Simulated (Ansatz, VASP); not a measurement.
# ScAl3: VASP beside Ansatz

INCAR

```
ALGO = Fast
EDIFF = 1E-7
EDIFFG = -0.04
ENCUT = 600
GGA = PE
IBRION = 2
ISIF = 3
ISMEAR = 0
LASPH = True
LCHARG = False
LREAL = False
LWAVE = False
NELM = 60
NSW = 90
PREC = Accurate
SIGMA = 0.1
```

File KPOINTS:

```
k-points
0
Gamma
  6 6 6
```

The input POSCAR:

```
ScAl3
1.0
   -2.0404710000      2.9154590600      3.1264595400
    2.0404710000     -2.9154590600      3.1264595400
    2.0404710000      2.9154590600     -3.1264595400
Sc Al
1 3
Direct
    0.5000000000      0.0000000000      0.5000000000
    0.6976541600      0.6976541600      0.0000000000
    0.3023458400      0.3023458400      0.0000000000
    0.0000000000      0.0000000000      0.0000000000
```

Input for Ansatz:

```yaml
crystal:
  lattice:
    - [-2.040471, 2.91545906, 3.12645954]
    - [2.040471, -2.91545906, 3.12645954]
    - [2.040471, 2.91545906, -3.12645954]
  atoms:
    - { symbol: Sc, position: [0.5, 0.0, 0.5] }
    - { symbol: Al, position: [0.69765416, 0.69765416, 0.0] }
    - { symbol: Al, position: [0.30234584, 0.30234584, 0.0] }
    - { symbol: Al, position: [0.0, 0.0, 0.0] }
basis:
  ecutwfc: 420
kpoints:
  mp_grid: { grid: [6, 6, 6] }
hamiltonian:
  xc: pbe
scf:
  occupations: { method: gaussian, width: 0.1 }
  lower_state_search: "off"
output:
  forces: true
  stress: true
  eigenvalues: true
relax:
  adjacent_minimum: "off"
  f_tol: 0.04
  max_steps: 70
  cell: { stress_tol: 0.4 }
```

Alike in both runs: task relaxation of cell and atoms; functional PBE; k mesh 6 × 6 × 6; occupations gaussian, width 0.1 eV; no spin polarisation.

|  | VASP | Ansatz |
| --- | --- | --- |
| version | VASP 6.6.1 | Ansatz 0.2.0 |
| potentials or method | VASP PAW PBE potentials, release 64 (Sc_sv, Al), cutoff 600 eV | scalar-relativistic, plane waves, PAW |
| valence electrons in the cell | 20 | 20 |

|  | VASP | Ansatz | Ansatz less VASP |
| --- | --- | --- | --- |
| gap on the k mesh at the Fermi level, each at its own relaxed structure (eV) | none | none | - |
| relaxed volume (Å³/atom) | 26.71 | 26.66 | -0.047 |
| relaxed length of the cell vector where the two differ most in proportion (Å) | 5.364 | 5.360 | -0.0042 |

A gap of «none» marks a metal or a gap that the smearing closes.

Noted on VASP's run: the volume moved by over 15 % at a fixed basis, so the end points are rough.
